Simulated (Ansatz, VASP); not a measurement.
# Two plane-wave programs on B

```xyz
2
Lattice="-1.8729 1.8729 1.0217 1.8729 -1.8729 1.0217 1.8729 1.8729 -1.0217" Properties=species:S:1:pos:R:3 pbc="T T T"
B     0.0000    0.0000    0.0000
B     0.0000    1.8729    0.5108
```

Alike in both runs: task single point; functional PBEsol; k mesh 10 × 10 × 10; occupations gaussian, width 0.1 eV; no spin polarisation.

|  | VASP | Ansatz |
| --- | --- | --- |
| version | VASP 6.6.1 | Ansatz 0.2.0 |
| potentials or method | VASP PAW PBE potentials, release 64 (B), cutoff 520 eV | scalar-relativistic, plane waves, PAW |
| valence electrons in the cell | 6 | 6 |

|  | VASP | Ansatz | Ansatz less VASP |
| --- | --- | --- | --- |
| gap on the k mesh at the Fermi level (eV) | none | none | - |
| pressure (GPa) | -14.5 | -14.7 | -0.21 |
| traceless stress, the component that is largest in VASP (GPa) | -18.09 | -18.04 | +0.050 |

VASP's potentials were made for PBE, not for PBEsol. A gap of «none» marks a metal or a gap that the smearing closes.
